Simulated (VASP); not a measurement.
# PbSe (Fm-3m) in VASP: dielectric tensor with PBE

Aim: the dielectric tensor of PbSe with PBE.

Program: VASP 6.6.1. These are calculated values, not measurements. Logs are shortened: lines on timing, memory, paths and dates and some standing lists are left out, and cuts for length are marked.

**1. The cell of the first run**

Symmetry: Fm-3m, No. 225, cubic system. Conventional cell: a = 6.177 Å, b = 6.177 Å, c = 6.177 Å, α = 90.00°, β = 90.00°, γ = 90.00°. Within 4.1 Å of Pb (site symmetry m-3m) lie 6 Se at 3.09 Å. Within 4.1 Å of Se (site symmetry m-3m) lie 6 Pb at 3.09 Å.

**2. Dielectric tensor, PBE**

The input, INCAR:

```
PREC     = Accurate       # precision mode
ENCUT    = 520            # plane-wave cutoff, eV
EDIFF    = 1E-8           # SCF threshold, eV
ISMEAR   = 0              # smearing method
SIGMA    = 0.01           # smearing width, eV
LREAL    = False          # projectors in reciprocal space
LASPH    = True           # aspherical terms in the spheres
NELM     = 60             # most SCF steps
ALGO     = Normal         # electronic algorithm
ISIF     = 2              # what is computed and relaxed
LWAVE    = False          # write WAVECAR
LCHARG   = False          # write CHGCAR
GGA      = PE             # functional
LEPSILON = True           # dielectric tensor by DFPT
```

The input, KPOINTS:

```
regular mesh
0
Gamma
  6 6 6
```

The input, POSCAR:

```
PbSe
1.0
    0.0000000000      3.0887022216      3.0887022216
    3.0887022216      0.0000000000      3.0887022216
    3.0887022216      3.0887022216      0.0000000000
Pb Se
1 1
Direct
    0.0000000000      0.0000000000      0.0000000000
    0.5000000000      0.5000000000      0.5000000000
```

Potentials or basis: VASP PAW PBE potentials, release 64 (Pb_d, Se).

Launch:

```sh
$ cat potpaw_PBE.64/Pb_d/POTCAR potpaw_PBE.64/Se/POTCAR > POTCAR
$ mpirun -np 1 vasp_std > vasp.out
```

OUTCAR:

```text
PREC = Accurate
   ENCUT = 520
   EDIFF = 1E-8
   ISMEAR = 0
   LREAL = False
   LASPH = True
   NELM = 60
   ISIF = 2
   GGA = PE
   LEPSILON = True

 ion  position               nearest neighbor table
   1  0.000  0.000  0.000-   2 3.09   2 3.09   2 3.09   2 3.09   2 3.09   2 3.09
   2  0.500  0.500  0.500-   1 3.09   1 3.09   1 3.09   1 3.09   1 3.09   1 3.09

  LATTYP: Found a face centered cubic cell.
 ALAT       =     6.1774044432

  Lattice vectors:

 A1 = (   0.0000000000,   3.0887022216,   3.0887022216)
 A2 = (   3.0887022216,   0.0000000000,   3.0887022216)
 A3 = (   3.0887022216,   3.0887022216,   0.0000000000)

Analysis of symmetry for initial positions (statically):
=====================================================================
 Subroutine PRICEL returns:
 Original cell was already a primitive cell.

 Routine SETGRP: Setting up the symmetry group for a
 face centered cubic supercell.

 Subroutine GETGRP returns: Found 48 space group operations
 (whereof 48 operations were pure point group operations)
 out of a pool of 48 trial point group operations.

The static configuration has the point symmetry O_h .

Analysis of symmetry for dynamics (positions and initial velocities):
=====================================================================
 Subroutine PRICEL returns:
 Original cell was already a primitive cell.

 Routine SETGRP: Setting up the symmetry group for a
 face centered cubic supercell.

 Subroutine GETGRP returns: Found 48 space group operations
 (whereof 48 operations were pure point group operations)
 out of a pool of 48 trial point group operations.

The dynamic configuration has the point symmetry O_h .

 Subroutine INISYM returns: Found 48 space group operations
 (whereof 48 operations are pure point group operations),
 and found     1 'primitive' translations

----------------------------------------------------------------------------------------

                                     Primitive cell

  volume of cell :      58.9329

  direct lattice vectors                    reciprocal lattice vectors
     0.000000000  3.088702222  3.088702222    -0.161880286  0.161880286  0.161880286
[... 413 lines left out ...]
     3.088702222  3.088702222  0.000000000     0.161880286  0.161880286 -0.161880286

 POSITION                                       TOTAL-FORCE (eV/Angst)
 -----------------------------------------------------------------------------------
      0.00000      0.00000      0.00000        -0.000000     -0.000000      0.000000
      3.08870      3.08870      3.08870         0.000000      0.000000     -0.000000
 -----------------------------------------------------------------------------------
    total drift:                                0.000000     -0.000000     -0.000000

  FREE ENERGIE OF THE ION-ELECTRON SYSTEM (eV)
  ---------------------------------------------------
  free  energy   TOTEN  =        -8.1977622008 eV

  energy  without entropy=       -8.1977622008  energy(sigma->0) =       -8.19776220

 HEAD OF MICROSCOPIC STATIC DIELECTRIC TENSOR (INDEPENDENT PARTICLE, excluding Hartree and local field effects)
 ------------------------------------------------------
          31.160451     0.000000     0.000000
           0.000000    31.160451    -0.000000
           0.000000    -0.000000    31.160451
 ------------------------------------------------------

 Free energy of the ion-electron system (eV)
  ---------------------------------------------------
  ---------------------------------------------------
  free energy    TOTEN  =        -5.06744482 eV

  energy without entropy =       -5.06744482

------------------------ aborting loop because EDIFF is reached ----------------------------------------

--------------------------------------- Ionic step        2  -------------------------------------------

------------------------ aborting loop because EDIFF is reached ----------------------------------------

--------------------------------------- Ionic step        3  -------------------------------------------

 Free energy of the ion-electron system (eV)
  ---------------------------------------------------
  ---------------------------------------------------
  free energy    TOTEN  =        -5.06743608 eV

  energy without entropy =       -5.06743608

------------------------ aborting loop because EDIFF is reached ----------------------------------------

 PIEZOELECTRIC TENSOR FIELD DIRECTION 3  (e Angst)
 -----------------------------------------------------------------------------
     0.00379  0.00000  0.00000           (  0.00001  0.00000  0.00000)
     0.00000  0.00379 -0.00000           (  0.00000  0.00001 -0.00000)
     0.00000 -0.00000 -0.00158           (  0.00000 -0.00000  0.00001)

 PIEZOELECTRIC TENSOR FIELD DIRECTION 3  (C/m^2)
 -----------------------------------------------------------------------------
     0.00103  0.00000  0.00000
     0.00000  0.00103 -0.00000
     0.00000 -0.00000 -0.00043

 MACROSCOPIC STATIC DIELECTRIC TENSOR (including local field effects in DFT)
 ------------------------------------------------------
          30.443381     0.000000     0.000000
           0.000000    30.443381     0.000000
          -0.000000     0.000000    30.443381
 ------------------------------------------------------

 PIEZOELECTRIC TENSOR (including local field effects)  for field in x, y, z        (e  Angst)
          XX          YY          ZZ          XY          YZ          ZX
  --------------------------------------------------------------------------------
  x     0.00000     0.00000     0.00000     0.00000     0.00000     0.00000
  y     0.00000     0.00000     0.00000     0.00000     0.00000     0.00000
  z     0.00000     0.00000     0.00000     0.00000     0.00000     0.00000

 PIEZOELECTRIC TENSOR (including local field effects)  for field in x, y, z        (C/m^2)
          XX          YY          ZZ          XY          YZ          ZX
  --------------------------------------------------------------------------------
  x     0.00000     0.00000     0.00000     0.00000     0.00000     0.00000
  y     0.00000     0.00000     0.00000     0.00000     0.00000     0.00000
  z     0.00000     0.00000     0.00000     0.00000     0.00000     0.00000

 BORN EFFECTIVE CHARGES (including local field effects) (in |e|, cummulative output)
 ---------------------------------------------------------------------------------
 ion    1
    1     3.66984     0.00000     0.00000
    2     0.00000     3.66984     0.00000
    3     0.00000     0.00000     3.66984
 ion    2
    1    -3.66984     0.00000     0.00000
    2     0.00000    -3.66984     0.00000
    3     0.00000     0.00000    -3.66984
```

stdout:

```text
POSCAR found type information on POSCAR PbSe
 POSCAR found :  2 types and       2 ions
 scaLAPACK will be used
 LDA part: xc-table for (Slater+PW92), standard interpolation
 POSCAR, INCAR and KPOINTS ok, starting setup
 FFT: planning ... GRIDC
 FFT: planning ... GRID_SOFT
 FFT: planning ... GRID
 WAVECAR not read
 entering main loop
 Linear response reoptimize wavefunctions to high precision
 Linear response G [H, r] |phi>, progress :
  Direction:   1
 Linear response G [H, r] |phi>, progress :
  Direction:   2
 Linear response G [H, r] |phi>, progress :
  Direction:   3
 Linear response to external field (no local field effect), progress :
  Direction:   1
 dielectric tensor                  component  1 :    29.515    -5.056    -9.332
 Linear response to external field (no local field effect), progress :
  Direction:   2
 dielectric tensor                  component  2 :    -5.056    40.990     7.204
 Linear response to external field (no local field effect), progress :
  Direction:   3
 dielectric tensor                  component  3 :    -9.332     7.204    22.976
 Linear response to external field, progress :
  Direction:   1
 dielectric tensor                  component  1 :    30.443    -6.914    -9.437
 Linear response to external field, progress :
  Direction:   2
 dielectric tensor                  component  2 :    -7.792    30.443    10.121
 Linear response to external field, progress :
  Direction:   3
 dielectric tensor                  component  3 :   -11.162    11.386    30.443
 Born effective charges drift removed
```

Wall time 2.4 min (1 thread of AMD EPYC 9R45 (Zen 5), shared host); peak memory 0.2 GiB.

What came out:

* Band gap on the k mesh: 0.38 eV, direct
* Electronic dielectric tensor (diagonal): 30.44
* Born charges (mean of the diagonal): Pb +3.67; Se -3.67 e

Electronic dielectric tensor:
```
30.44  0.00  0.00
 0.00 30.44  0.00
 0.00  0.00 30.44
```

Born effective charge tensors (e):
atom 1, Pb
```
3.67 0.00 0.00
0.00 3.67 0.00
0.00 0.00 3.67
```
atom 2, Se
```
-3.67  0.00  0.00
 0.00 -3.67  0.00
 0.00  0.00 -3.67
```

Caveat: the gap is small at this level, which inflates the dielectric constant; spin-orbit coupling is left out, which moves the levels of the heavy elements.
